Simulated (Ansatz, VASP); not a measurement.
Two plane-wave programs on SbP

```
Sb P
1.0
     0.00128   -2.80385   -2.80722
    -2.80836    0.00631   -2.81204
     3.09742    3.11483   -5.91641
Sb P
2 2
Direct
  0.23999 0.24023 0.27963
  0.73987 0.74113 0.77964
  0.00991 0.00981 0.97045
  0.51023 0.50883 0.47027
```

Change from the starting cell: cell x2, atoms moved at random (sigma 0.05 Å) and cell strained at random (1.5 %), then relaxed without symmetry.

Alike in both runs: functional PBE; k mesh 6 × 6 × 6; occupations gaussian, width 0.2 eV; no spin polarisation.

Ansatz relaxed the structure, and its values are those at the end. VASP's run is a single point on that final structure, the one shown.

|  | VASP | Ansatz |
| --- | --- | --- |
| version | VASP 6.6.1 | Ansatz 0.2.0 |
| potentials or method | VASP PAW PBE potentials, release 64 (Sb, P), cutoff 520 eV | scalar-relativistic, plane waves, PAW |
| valence electrons in the cell | 20 | 40 |

Ansatz gave:

```
gap on the k mesh at the Fermi level (eV) : none
pressure (GPa)                            : 0.0
rms of the force components (eV/Å)        : 0.007
```

Q: Which values does VASP return?

A: gap on the k mesh at the Fermi level (eV): none; pressure (GPa): 0.0; rms of the force components (eV/Å): 0.009.

A gap of «none» marks a metal or a gap that the smearing closes. VASP's potentials hold 20 valence electrons a cell and Ansatz's 40, so a difference there can come from the potentials and not from the codes.

Spin-orbit coupling is off throughout.
